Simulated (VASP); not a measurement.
Input of a VASP 6.6.1 run:

The input POSCAR:

```
ZnSe
1.0
    4.1513888412      0.0000000000      0.0000000000
   -2.0756944206      3.5952081974      0.0000000000
    0.0000000000      0.0000000000      6.1747441704
Zn Se
2 2
Direct
    0.3333333333      0.6666666667      0.2500000000
    0.6666666667      0.3333333333      0.7500000000
    0.6666666667      0.3333333333      0.2500000000
    0.3333333333      0.6666666667      0.7500000000
```

Contents of INCAR.step1:

```
SYSTEM = ZnSe
ALGO     = Normal         ! electronic algorithm
EDIFF    = 1E-5           ! SCF threshold, eV
ENCUT    = 520            ! plane-wave cutoff, eV
GGA      = PE             ! functional
ISIF     = 2              ! what is computed and relaxed
ISMEAR   = 0              ! smearing method
KPAR     = 4            
LASPH    = .True.         ! aspherical terms in the spheres
LREAL    = .False.        ! projectors in reciprocal space
LWAVE    = .True.         ! write WAVECAR
NBANDS   = 26             ! bands
NELM     = 60             ! most SCF steps
PREC     = Accurate       ! precision mode
SIGMA    = 0.01           ! smearing width, eV
```

File INCAR.step2:

```
SYSTEM = ZnSe
ALGO     = Normal         ! electronic algorithm
EDIFF    = 1E-6           ! SCF threshold, eV
ENCUT    = 520            ! plane-wave cutoff, eV
GGA      = PE             ! functional
HFSCREEN = 0.2079         ! screening, 1/A
ISIF     = 2              ! what is computed and relaxed
ISMEAR   = 0              ! smearing method
ISTART   = 1            
KPAR     = 4            
LASPH    = .True.         ! aspherical terms in the spheres
LCHARG   = .True.         ! write CHGCAR
LHFCALC  = .True.         ! exact exchange
LREAL    = .False.        ! projectors in reciprocal space
LVHAR    = .True.       
LWAVE    = .False.        ! write WAVECAR
NBANDS   = 26             ! bands
NELM     = 60             ! most SCF steps
PREC     = Accurate       ! precision mode
PRECFOCK = Normal       
SIGMA    = 0.01           ! smearing width, eV
```

The input KPOINTS:

```
k-points
0
Gamma
  6 6 2
  0 0 0
```

Potentials or basis: VASP PAW PBE potentials, release 64 (Zn, Se).

Command:

```bash
$ cat potpaw_PBE.64/Zn/POTCAR potpaw_PBE.64/Se/POTCAR > POTCAR
$ cp INCAR.step1 INCAR
$ mpirun -np 4 vasp_std > vasp.out
$ cp INCAR.step2 INCAR
$ mpirun -np 4 vasp_std > vasp.out
```

Q: Predict the band gap on the k mesh.

A: 1.38 eV.

Q: Estimate the pressure.

A: 1.1 GPa.

Stress tensor (GPa, compression positive):
```
1.25 0.00 0.00
0.00 1.25 0.00
0.00 0.00 0.78
```

Caveat: the k points lie up to 0.51 Å⁻¹ apart; the PAW data sets were made with another functional, which shifts forces and pressure a little.
